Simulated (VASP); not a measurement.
# BAs (Pmmm) in VASP: settings compared, part 2 of 2

VASP 6.6.1. Earlier steps stand in the parts before.

**4. Relaxation of cell and atoms, RPBE+D3(BJ)**

File INCAR:

```
ALGO = Normal ; EDIFF = 1E-6
EDIFFG = -0.01 ; ENCUT = 600
GGA = RP ; IBRION = 2
ISIF = 3 ; ISMEAR = -1
IVDW = 12 ; LASPH = T
LCHARG = F ; LREAL = F
LWAVE = F ; NELM = 60
NSW = 60 ; PREC = Accurate
SIGMA = 0.05
```

File KPOINTS:

```
k-points
0
Gamma
  12 8 6
```

File POSCAR:

```
BAs
1.0
    2.1275493300      0.0000000000      0.0000000000
    0.0000000000      3.1740629400      0.0000000000
    0.0000000000      0.0000000000      4.9509801800
B As
1 1
Direct
    0.0000000000      0.5000000000      0.0000000000
    0.5000000000      0.5000000000      0.5000000000
```

Launch:

```console
$ cat potpaw_PBE.64/B/POTCAR potpaw_PBE.64/As/POTCAR > POTCAR
$ mpirun -np 1 vasp_std > vasp.out
```

Wall time 10 min (1 thread of AMD EPYC 7R13, shared host); peak memory 0.18 GiB.

Results (log left out):

| Quantity | Value |
| --- | --- |
| Free energy | -10.7960 eV |
| Relaxed volume | 13.69 Å³/atom |
| Relaxed cell | a = 2.508 Å, b = 2.405 Å, c = 4.540 Å, α = 90.00°, β = 90.00°, γ = 90.00° |
| Space group after relaxing (to 0.05 Å) | Pmmm (No. 47) |
| Energy gained by relaxing | 955.6 meV/atom |
| Ionic steps | 23 |
| Pressure after relaxing | 0.0 GPa |
| Band gap on the k mesh | zero (band 4 reaches 11.36 eV, above the bottom of band 5 at 4.38 eV) |
| Dispersion energy per atom | -1.596 eV |

Stress tensor (GPa, compression positive):
```
 0.06  0.00  0.00
 0.00 -0.07  0.00
 0.00  0.00 -0.07
```

Step by step:
```
step  energy change (eV)  largest force (eV/Å)  pressure (GPa)  volume (Å³)
   1              0.0000                0.0000           -1.32        33.43
   2             -1.0370                0.0000          -16.11        32.25
   3             -1.7316                0.0000            0.77        29.50
   4             -1.5605                0.0000          -14.57        29.58
   5             -1.7638                0.0000          -12.84        29.55
   6             -1.7977                0.0000           -1.40        28.39
   7             -1.8016                0.0000           -4.97        28.65
   8             -1.8168                0.0000            6.34        28.31
   9             -1.8169                0.0000            5.34        28.34
  10             -1.8298                0.0000            3.83        28.35
  11             -1.8523                0.0000            0.00        28.36
  12             -1.8692                0.0000           -3.97        28.32
  13             -1.6321                0.0000            2.96        28.03
  14             -1.8709                0.0000           -4.24        28.31
  15             -1.8917                0.0000           -2.17        27.96
  16             -1.8970                0.0000           -0.40        27.73
  17             -1.9060                0.0000           -4.50        27.67
  18             -1.9064                0.0000           -5.33        27.65
  19             -1.9110                0.0000           -1.06        27.43
  20             -1.9112                0.0000            0.11        27.37
  21             -1.9112                0.0000            0.23        27.37
  22             -1.9112                0.0000           -0.09        27.38
  23             -1.9112                0.0000           -0.02        27.37
```

Final structure:
```cif
data_structure
_symmetry_space_group_name_H-M 'P 1'
_symmetry_Int_Tables_number 1
_cell_length_a 2.5077
_cell_length_b 2.4046
_cell_length_c 4.5396
_cell_angle_alpha 90.000
_cell_angle_beta 90.000
_cell_angle_gamma 90.000
_cell_volume 27.37
loop_
_atom_site_label
_atom_site_type_symbol
_atom_site_fract_x
_atom_site_fract_y
_atom_site_fract_z
_atom_site_occupancy
B1 B 0.00000 0.50000 0.00000 1
As1 As 0.50000 0.50000 0.50000 1
```

Levels at points of the mesh, in eV from the Fermi level:
```tsv
k point	band 2	band 3	band 4	band 5	band 6	band 7
(0.00, 0.00, 0.00)	-7.56	-7.02	4.71	6.51	7.21	8.19
(0.50, 0.00, 0.00)	-8.93	-2.81	-2.45	-1.66	-0.94	8.82
(0.00, 0.50, 0.00)	-8.19	-3.34	-2.62	-2.10	3.96	7.26
(0.50, 0.50, 0.00)	-4.84	-4.50	-1.23	1.11	1.81	2.05
(0.00, 0.00, 0.50)	-10.73	0.35	0.41	6.07	6.13	7.45
(0.50, 0.00, 0.50)	-8.33	-5.55	-5.51	3.35	3.78	8.87
(0.00, 0.50, 0.50)	-7.76	-6.28	-3.76	3.58	4.72	7.84
(0.50, 0.50, 0.50)	-4.53	-4.40	-2.11	-0.79	-0.75	2.74
```

Caveat: the volume moved by over 15 % at a fixed basis, so the end points are rough; the PAW data sets were made with another functional, which shifts forces and pressure a little.

**5. Single point, PBE**

File INCAR:

```
PREC = Accurate ; ENCUT = 500
EDIFF = 1E-6 ; ISMEAR = -1
SIGMA = 0.03 ; LREAL = F
LASPH = T ; NELM = 120
ALGO = Normal ; ISIF = 2
LWAVE = F ; LCHARG = T
GGA = PE ; LELF = T
LVHAR = T ; NBANDS = 11
GGA_COMPAT = F
```

File KPOINTS:

```
Automatic mesh
0
Gamma
  7 5 4
```

POSCAR is that of step 4.

Launch:

```console
$ cat potpaw_PBE.64/B/POTCAR potpaw_PBE.64/As/POTCAR > POTCAR
$ mpirun -np 1 vasp_std > vasp.out
```

Wall time 13 s (1 thread of Intel Xeon 8259CL, shared host); peak memory 0.14 GiB.

Results (log left out):

| Quantity | Value |
| --- | --- |
| Free energy | -7.0179 eV |
| Pressure | 4.5 GPa |
| Band gap on the k mesh | zero (band 4 reaches 5.89 eV, above the bottom of band 5 at 2.35 eV) |

Stress tensor (GPa, compression positive):
```
23.23  0.00  0.00
 0.00 -5.34  0.00
 0.00  0.00 -4.49
```

Levels at points of the mesh, in eV from the Fermi level:
```csv
k point,band 2,band 3,band 4,band 5,band 6,band 7
"(0.00, 0.00, 0.00)",-7.82,-6.62,-0.89,2.58,5.18,5.41
"(0.00, 0.00, 0.50)",-9.96,-1.01,-0.54,-0.46,1.63,5.66
```

Caveat: the k points lie up to 0.42 Å⁻¹ apart; this functional lacks dispersion, which binds the layers, so the pressure and a relaxed spacing across them are unreliable.

**6. The runs side by side**

```tsv
task	level	cell	k mesh	cutoff (eV)	smearing	gap on the mesh (eV)	pressure (GPa)	relaxed volume (Å³/atom)
relaxation of cell and atoms	PBEsol+D3(BJ)	relaxed	12 × 8 × 6	600	fermi-dirac 0.05 eV	none	0.0	12.27
relaxation of cell and atoms	PBEsol+D4	relaxed	12 × 8 × 6	600	fermi-dirac 0.05 eV	none	0.1	12.39
relaxation of cell and atoms	RPBE+D3(BJ)	relaxed	12 × 8 × 6	600	fermi-dirac 0.05 eV	none	0.0	13.69
single point	PBE	as given	7 × 5 × 4	500	fermi-dirac 0.03 eV	none	4.5	-
```

Alike in all rows: potentials or basis VASP PAW PBE potentials, release 64 (B, As); no spin polarisation.

Caveats: some runs use coarse meshes; the volume moved by over 15 % at a fixed basis, so the end points are rough (some runs); the PAW data sets were made with another functional, which shifts forces and pressure a little (some runs); this functional lacks dispersion, which binds the layers, so the pressure and a relaxed spacing across them are unreliable (some runs).

Absolute energies hang on the potentials; compare differences alone.
